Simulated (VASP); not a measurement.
The system is Al5As.

```
Al As
1.0
     3.97000    0.00000    0.00000
     0.00000    3.97000    0.00000
     0.00000    0.00000    6.70000
Al As
5 1
Direct
  0.50000 0.00000 0.21000
  0.50000 0.00000 0.78000
  0.00000 0.50000 0.78000
  0.50000 0.50000 0.50000
  0.00000 0.00000 0.50000
  0.00000 0.00000 0.00000
```

| Quantity | Value |
| --- | --- |
| Program | VASP 6.6.1 |
| Task | relaxation of cell and atoms |
| Functional | PBE |
| Potentials or basis | VASP PAW PBE potentials, release 64 (Al, As) |
| Cutoff | 600 eV |
| k mesh | 4 × 4 × 3 |
| Occupations | gaussian, width 0.2 eV |
| Spin | no spin polarisation |

At the start: pressure 11.0 GPa; volume 17.60 Å³/atom.

Problem. How do energy, volume and symmetry change on relaxing?

Solution. Over 10 steps the energy falls by 128.4 meV/atom and the volume is 20.06 Å³/atom (+14.0 %); space group Pmm2 (No. 25, to 0.05 Å).

Step by step:
| step | energy change (eV) | largest force (eV/Å) | pressure (GPa) | volume (Å³) |
| --- | --- | --- | --- | --- |
| 1 | 0.0000 | 1.6510 | 11.01 | 105.60 |
| 2 | -0.5884 | 0.8490 | -2.48 | 125.17 |
| 3 | -0.6080 | 0.9351 | -0.93 | 121.64 |
| 4 | -0.6837 | 0.7437 | -0.50 | 120.86 |
| 5 | -0.7406 | 0.2513 | 0.76 | 119.25 |
| 6 | -0.7419 | 0.3445 | 0.54 | 119.49 |
| 7 | -0.7673 | 0.1337 | 0.01 | 120.56 |
| 8 | -0.7678 | 0.1395 | -0.06 | 120.73 |
| 9 | -0.7695 | 0.0873 | 0.05 | 120.59 |
| 10 | -0.7706 | 0.0327 | 0.21 | 120.38 |

Final structure:
```
Al As
1.0
     4.08887    0.00000    0.00000
     0.00000    4.17509    0.00000
     0.00000    0.00000    7.05175
Al As
5 1
Direct
  0.50000 0.00000 0.24744
  0.50000 0.00000 0.75501
  0.00000 0.50000 0.76924
  0.50000 0.50000 0.49845
  0.00000 0.00000 0.49435
  0.00000 0.00000 0.00550
```

Caveat: the k points lie up to 0.38 Å⁻¹ apart in the final cell; the relaxation stopped at a loose force limit of 0.08 eV/Å, so its end isn't a converged minimum.
